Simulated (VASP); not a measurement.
Here is a VASP 6.6.1 calculation.

POSCAR

```
BN
1.0
    0.0000000000     -1.8130010000     -1.8130010000
    0.0000000000      1.8130010000     -1.8130010000
    3.6260020000      0.0000000000      0.0000000000
B N
2 2
Direct
    0.5000000000      0.5000000000      0.5165471503
    0.0000000000      0.0000000000     -0.0165471503
    0.0000000000      0.5000000000      0.2500000000
    0.5000000000      0.0000000000      0.7500000000
```

File INCAR.step1:

```
PREC     = Accurate       # precision mode
ENCUT    = 520            # plane-wave cutoff, eV
ISMEAR   = 0              # smearing method
SIGMA    = 0.05           # smearing width, eV
LREAL    = False          # projectors in reciprocal space
LASPH    = True           # aspherical terms in the spheres
NELM     = 100            # most SCF steps
NBANDS   = 16             # bands
GGA      = PE             # functional
ALGO     = Normal         # electronic algorithm
EDIFF    = 1E-4           # SCF threshold, eV
LWAVE    = True           # write WAVECAR
LCHARG   = False          # write CHGCAR
```

File INCAR.step2:

```
PREC     = Accurate       # precision mode
ENCUT    = 520            # plane-wave cutoff, eV
EDIFF    = 1E-6           # SCF threshold, eV
ISMEAR   = 0              # smearing method
SIGMA    = 0.05           # smearing width, eV
LREAL    = False          # projectors in reciprocal space
LASPH    = True           # aspherical terms in the spheres
NELM     = 100            # most SCF steps
ALGO     = Normal         # electronic algorithm
ISIF     = 2              # what is computed and relaxed
LWAVE    = False          # write WAVECAR
LCHARG   = False          # write CHGCAR
METAGGA  = R2SCAN         # meta-GGA
LMIXTAU  = True         
NBANDS   = 16             # bands
ISTART   = 1
```

File KPOINTS:

```
regular mesh
0
Gamma
  10 10 6
```

Potentials or basis: VASP PAW PBE potentials, release 64 (B, N).

Run with:

```bash
$ cat potpaw_PBE.64/B/POTCAR potpaw_PBE.64/N/POTCAR > POTCAR
$ cp INCAR.step1 INCAR
$ mpirun -np 1 vasp_std > vasp.out
$ cp INCAR.step2 INCAR
$ mpirun -np 1 vasp_std > vasp.out
```

Question: What does it give for the pressure?

Answer: -2.9 GPa.

Question: What does it give for the largest force?

Answer: 3.181 eV/Å.

Stress tensor (GPa, compression positive):
```
-4.96  0.00  0.00
 0.00 -1.81  0.00
 0.00  0.00 -1.81
```

Caveat: the cell differs from its parent crystal (mode 12 (1156.9 1/cm) frozen in, largest displacement -0.060 Å); the PAW data sets were made with another functional, which shifts forces and pressure a little.
